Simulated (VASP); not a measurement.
# Zr2N in VASP: notebook, part 2 of 2

VASP 6.6.1.

### Step 5. Single point, PBEsol (uniaxial strain along a: +2.0 %)

Contents of INCAR:

```
PREC = Accurate
ENCUT = 520
EDIFF = 1E-6
ISMEAR = 0
SIGMA = 0.1
LREAL = False
LASPH = True
NELM = 100
ALGO = Normal
ISIF = 2
LWAVE = False
LCHARG = False
GGA = PS
NBANDS = 38
```

Contents of KPOINTS:

```
regular mesh
0
Gamma
  8 8 12
```

Contents of POSCAR:

```
Zr2N
1.0
    5.4774497680      0.0000000000      0.0000000000
    0.0000000000      5.3431985482      0.0000000000
    0.0000000000      0.0000000000      3.2562598858
Zr N
4 2
Direct
    0.2962523308      0.2962523308      0.0000000000
    0.7037476692      0.7037476692      0.0000000000
    0.7962523308      0.2037476692      0.5000000000
    0.2037476692      0.7962523308      0.5000000000
    0.0000000000      0.0000000000      0.0000000000
    0.5000000000      0.5000000000      0.5000000000
```

Potentials or basis: VASP PAW PBE potentials, release 64 (Zr_sv, N).

The run is started by

```console
$ cat potpaw_PBE.64/Zr_sv/POTCAR potpaw_PBE.64/N/POTCAR > POTCAR
$ mpirun -np 1 vasp_std > vasp.out
```

OUTCAR:

```text
PREC = Accurate
   ENCUT = 520
   EDIFF = 1E-6
   ISMEAR = 0
   LREAL = False
   LASPH = True
   NELM = 100
   ISIF = 2
   GGA = PS

 ion  position               nearest neighbor table
   1  0.296  0.296  0.000-   6 2.25   6 2.25   5 2.27   2 3.12   4 3.17   4 3.17   4 3.17   4 3.17
                             3 3.22   3 3.22   3 3.22   3 3.22   2 3.87
   2  0.704  0.704  0.000-   6 2.25   6 2.25   5 2.27   1 3.12   3 3.17   3 3.17   3 3.17   3 3.17
                             4 3.22   4 3.22   4 3.22   4 3.22   1 3.87
   3  0.796  0.204  0.500-   5 2.25   5 2.25   6 2.27   4 3.12   2 3.17   2 3.17   2 3.17   2 3.17
                             1 3.22   1 3.22   1 3.22   1 3.22   4 3.87
   4  0.204  0.796  0.500-   5 2.25   5 2.25   6 2.27   3 3.12   1 3.17   1 3.17   1 3.17   1 3.17
                             2 3.22   2 3.22   2 3.22   2 3.22   3 3.87
   5  0.000  0.000  0.000-   3 2.25   4 2.25   3 2.25   4 2.25   1 2.27   2 2.27
   6  0.500  0.500  0.500-   1 2.25   2 2.25   1 2.25   2 2.25   3 2.27   4 2.27

  LATTYP: Found a simple orthorhombic cell.
 ALAT       =     3.2562598858
 B/A-ratio  =     1.6409005226
 C/A-ratio  =     1.6821291789

  Lattice vectors:

[... 193 lines left out ...]
 fundamental gap:      0.0113143352
 Fermi energy:         9.7403697750

 k-point     1 :       0.0000    0.0000    0.0000
  band No.  band energies     occupation
      1     -38.8070      2.00000
      2     -38.6695      2.00000
      3     -38.6490      2.00000
      4     -38.5959      2.00000
      5     -17.7913      2.00000
      6     -17.1759      2.00000
[... 973 lines left out ...]
     37      12.9034      0.00000
     38      12.9034      0.00000

 [... further k-points ...]

------------------------ aborting loop because EDIFF is reached ----------------------------------------

  FORCE on cell =-STRESS in cart. coord.  units (eV):
  Direction    XX          YY          ZZ          XY          YZ          ZX
  --------------------------------------------------------------------------------------
  -------------------------------------------------------------------------------------
  Total       -2.8181216     -0.2920189      0.4197938      0.0000000      0.0000000      0.0000000
  in kB      -47.3774336     -4.9093353      7.0574503      0.0000000      0.0000000      0.0000000
  external PRESSURE =     -15.0764395 kB  Pullay stress =       0.0000000 kB

 VOLUME and BASIS-vectors are now :
 -----------------------------------------------------------------------------
  energy-cutoff  :      520.00
  volume of cell :       95.30
      direct lattice vectors                 reciprocal lattice vectors
     5.477449768  0.000000000  0.000000000     0.182566713  0.000000000  0.000000000
     0.000000000  5.343198548  0.000000000     0.000000000  0.187153816  0.000000000
     0.000000000  0.000000000  3.256259886     0.000000000  0.000000000  0.307100795

 POSITION                                       TOTAL-FORCE (eV/Angst)
 -----------------------------------------------------------------------------------
      1.62271      1.58294      0.00000         0.078871     -0.027381      0.000000
      3.85474      3.76026      0.00000        -0.078871      0.027381     -0.000000
      4.36143      1.08866      1.62813         0.078871      0.027381      0.000000
      1.11602      4.25453      1.62813        -0.078871     -0.027381      0.000000
      0.00000      0.00000      0.00000         0.000000      0.000000      0.000000
      2.73872      2.67160      1.62813         0.000000      0.000000      0.000000
 -----------------------------------------------------------------------------------
    total drift:                                0.000000     -0.000000      0.000000

  FREE ENERGIE OF THE ION-ELECTRON SYSTEM (eV)
  ---------------------------------------------------
  free  energy   TOTEN  =       -61.7888122889 eV

  energy  without entropy=      -61.7730032139  energy(sigma->0) =      -61.78090775
```

It took 7 min on 1 thread of Intel Xeon Platinum 8259CL at 2.50GHz (Skylake/Cascade Lake), shared host; peak memory 0.54 GiB.

Results:

* Free energy: -61.7888 eV
* Pressure: -1.5 GPa
* Largest force: 0.083 eV/Å
* Band gap on the k mesh: zero (band 29 reaches 11.21 eV, above the bottom of band 30 at 8.65 eV)

Forces in eV/Å, atoms in the order of the input:
```
Zr   0.079 -0.027  0.000
Zr  -0.079  0.027  0.000
Zr   0.079  0.027  0.000
Zr  -0.079 -0.027  0.000
N    0.000  0.000  0.000
N    0.000  0.000  0.000
```

Levels at points of the mesh, in eV from the Fermi level:
| k point | band 27 | band 28 | band 29 | band 30 | band 31 | band 32 |
| --- | --- | --- | --- | --- | --- | --- |
| (0.00, 0.00, 0.00) | 0.32 | 0.49 | 0.88 | 0.92 | 1.11 | 1.23 |
| (0.50, 0.00, 0.00) | -1.03 | -1.03 | 1.41 | 1.41 | 1.56 | 1.56 |
| (0.00, 0.50, 0.00) | -0.93 | -0.93 | 1.47 | 1.47 | 1.57 | 1.57 |
| (0.50, 0.50, 0.00) | -1.12 | -1.12 | 0.96 | 0.96 | 1.31 | 1.31 |
| (0.00, 0.00, 0.50) | -1.11 | -1.11 | -1.09 | -1.09 | 1.91 | 1.91 |
| (0.50, 0.00, 0.50) | -0.85 | -0.85 | -0.74 | -0.74 | 1.54 | 1.54 |
| (0.00, 0.50, 0.50) | -0.85 | -0.85 | -0.71 | -0.71 | 1.49 | 1.49 |
| (0.50, 0.50, 0.50) | -0.95 | -0.95 | -0.20 | -0.20 | 1.16 | 1.16 |

Caveat: the cell differs from its parent crystal (uniaxial strain along a: +2.0 %); the PAW data sets were made with another functional, which shifts forces and pressure a little.

### Step 6. Single point, PBEsol

Contents of INCAR:

```
PREC     = Accurate       # precision mode
ENCUT    = 520            # plane-wave cutoff, eV
EDIFF    = 1E-7           # SCF threshold, eV
ISMEAR   = 0              # smearing method
SIGMA    = 0.1            # smearing width, eV
LREAL    = False          # projectors in reciprocal space
LASPH    = True           # aspherical terms in the spheres
NELM     = 60             # most SCF steps
ALGO     = Normal         # electronic algorithm
ISIF     = 2              # what is computed and relaxed
LWAVE    = False          # write WAVECAR
LCHARG   = False          # write CHGCAR
GGA      = PS             # functional
NBANDS   = 38             # bands
```

Contents of KPOINTS:

```
Automatic mesh
0
Gamma
  8 8 10
```

Contents of POSCAR:

```
Zr2N
1.0
    5.4130027300      0.0000000000      0.0000000000
    0.0000000000      5.4130027300      0.0000000000
    0.0000000000      0.0000000000      3.3077891900
Zr N
4 2
Direct
    0.2961254600      0.2961254600      0.0000000000
    0.7038745400      0.7038745400      0.0000000000
    0.7961254600      0.2038745400      0.5000000000
    0.2038745400      0.7961254600      0.5000000000
    0.0000000000      0.0000000000      0.0000000000
    0.5000000000      0.5000000000      0.5000000000
```

Potentials or basis: VASP PAW PBE potentials, release 64 (Zr_sv, N).

The run is started by

```console
$ cat potpaw_PBE.64/Zr_sv/POTCAR potpaw_PBE.64/N/POTCAR > POTCAR
$ mpirun -np 1 vasp_std > vasp.out
```

Run time: 3 min. Hardware: 1 thread of Intel Xeon 6975P-C (Granite Rapids), shared host; peak memory 0.37 GiB.

The run converged. Its results:

```
Free energy            : -61.7831 eV
Pressure               : -4.6 GPa
Largest force          : 0.059 eV/Å
Band gap on the k mesh : zero (band 29 reaches 10.96 eV, above the bottom of band 30 at 8.46 eV)
```

Forces in eV/Å, atoms in the order of the input:
```
Zr   0.041  0.041  0.000
Zr  -0.041 -0.041  0.000
Zr   0.041 -0.041  0.000
Zr  -0.041  0.041  0.000
N    0.000  0.000  0.000
N    0.000  0.000  0.000
```

Stress tensor (GPa, compression positive):
```
-4.33  0.00  0.00
 0.00 -4.33  0.00
 0.00  0.00 -5.26
```

Levels at points of the mesh, in eV from the Fermi level:
```csv
k point,band 26,band 27,band 28,band 29,band 30,band 31,band 32,band 33
"(0.00, 0.00, 0.00)",-1.94,0.32,0.57,0.74,1.03,1.03,1.28,1.36
"(0.50, 0.00, 0.00)",-1.96,-0.94,-0.94,1.42,1.42,1.48,1.48,1.73
"(0.50, 0.50, 0.00)",-1.43,-1.07,-1.07,0.92,0.92,1.33,1.33,1.59
"(0.00, 0.00, 0.50)",-1.13,-1.11,-1.11,-1.09,-1.09,1.92,1.92,3.06
"(0.50, 0.00, 0.50)",-1.75,-0.87,-0.87,-0.74,-0.74,1.51,1.51,3.32
"(0.50, 0.50, 0.50)",-1.48,-0.88,-0.88,-0.28,-0.28,1.15,1.15,2.64
```

Caveat: the PAW data sets were made with another functional, which shifts forces and pressure a little.

### Step 7. Summary

| cell | k mesh | smearing | gap on the mesh (eV) | pressure (GPa) | largest force (eV/Å) |
| --- | --- | --- | --- | --- | --- |
| a = 5.413, b = 5.413, c = 3.308 Å, 6 atoms | 4 × 4 × 6 | gaussian 0.1 eV | none | -4.6 | - |
| a = 5.370, b = 5.370, c = 3.273 Å, 6 atoms | 10 × 10 × 16 | gaussian 0.15 eV | none | 0.2 | 0.02 |
| a = 5.477, b = 5.343, c = 3.256 Å, 6 atoms | 8 × 8 × 12 | gaussian 0.1 eV | none | -1.5 | 0.08 |
| a = 5.413, b = 5.413, c = 3.308 Å, 6 atoms | 8 × 8 × 10 | gaussian 0.1 eV | none | -4.6 | 0.06 |

Alike in all rows: task single point; level PBEsol; potentials or basis VASP PAW PBE potentials, release 64 (Zr_sv, N); no spin polarisation; cutoff (eV) 520.

Caveats: the PAW data sets were made with another functional, which shifts forces and pressure a little.

Total energies depend on the potentials used, so only differences within one code and one set of settings carry meaning.
